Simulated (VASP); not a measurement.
Write the native input for VASP 6.6.1 that does the following.

```yaml
Task: single point
Functional: LDA
Potentials_or_basis: VASP PAW LDA potentials, release 64 (W_sv)
Cutoff: 520 eV
k_mesh: 18 × 18 × 18
Occupations: gaussian, width 0.1 eV
Spin: no spin polarisation
Dipole_correction: no
Further_INCAR_settings: ALGO = Normal; EDIFF = 1e-06; NBANDS = 13
```

The structure of W lies in POSCAR:

```
W
1.0
    0.0000000000      1.9862702900      1.9862702900
    1.9862702900      0.0000000000      1.9862702900
    1.9862702900      1.9862702900      0.0000000000
W
1
Direct
    0.0000000000      0.0000000000      0.0000000000
```

These files were run (other wordings do the same):

INCAR

```
ALGO = Normal ; EDIFF = 1E-6
ENCUT = 520 ; GGA = CA
ISIF = 2 ; ISMEAR = 0
LASPH = T ; LCHARG = F
LREAL = F ; LWAVE = F
NBANDS = 13 ; NELM = 60
PREC = Accurate ; SIGMA = 0.1
```

KPOINTS

```
k-points
0
Gamma
  18 18 18
```

Potentials or basis: VASP PAW LDA potentials, release 64 (W_sv).

Run with:

```bash
$ cat potpaw_LDA.64/W_sv/POTCAR > POTCAR
$ mpirun -np 1 vasp_std > vasp.out
```

Results of the run:

```yaml
Pressure: 1.9 GPa
Band_gap_on_the_k_mesh: zero (band 7 reaches 14.47 eV, above the bottom of band 8 at 10.36 eV)
```

Caveat: spin-orbit coupling is left out, which moves the levels of the heavy elements.

Run time: 27 s on 1 thread of AMD EPYC 7R13 Processor (Zen 3) (shared host), peak memory 0.13 GiB.
